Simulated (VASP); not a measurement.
A run of VASP 6.6.1:

File INCAR:

```
SYSTEM = K3W2
PREC = Accurate
ENCUT = 520
EDIFF = 1E-6
ISMEAR = 0
SIGMA = 0.1
LREAL = .False.
LASPH = .True.
NELM = 100
ALGO = Fast
ISIF = 2
LWAVE = .False.
LCHARG = .True.
GGA = PE
LELF = .True.
LVHAR = .True.
NBANDS = 36
```

The input KPOINTS:

```
Automatic mesh
0
Gamma
  3 3 3
  0 0 0
```

Contents of POSCAR:

```
K3W2
1.0
    6.1070021171      3.5258793163      1.5657916512
   -6.1070021171      3.5258793163      1.5657916512
    0.0000000000     -7.0517586325      1.5657916512
K W
3 2
Direct
    0.5000000000      0.5000000000      0.0000000000
    0.0000000000      0.5000000000      0.5000000000
    0.5000000000      0.0000000000      0.5000000000
    0.2553400097      0.2553400097      0.2553400097
    0.7446599903      0.7446599903      0.7446599903
```

Potentials or basis: VASP PAW PBE potentials, release 64 (K_sv, W_sv).

The run is started by

```bash
$ cat potpaw_PBE.64/K_sv/POTCAR potpaw_PBE.64/W_sv/POTCAR > POTCAR
$ mpirun -np 1 vasp_std > vasp.out
```

Hardware: 1 thread of Intel(R) Xeon(R) 6975P-C (Granite Rapids), with other jobs on the host.

How long does it take, and how much memory?

Run time: 99 s on 1 thread of Intel(R) Xeon(R) 6975P-C (Granite Rapids), on a shared host, peak memory 0.39 GiB. Counts: scf iterations 33, k points 6.
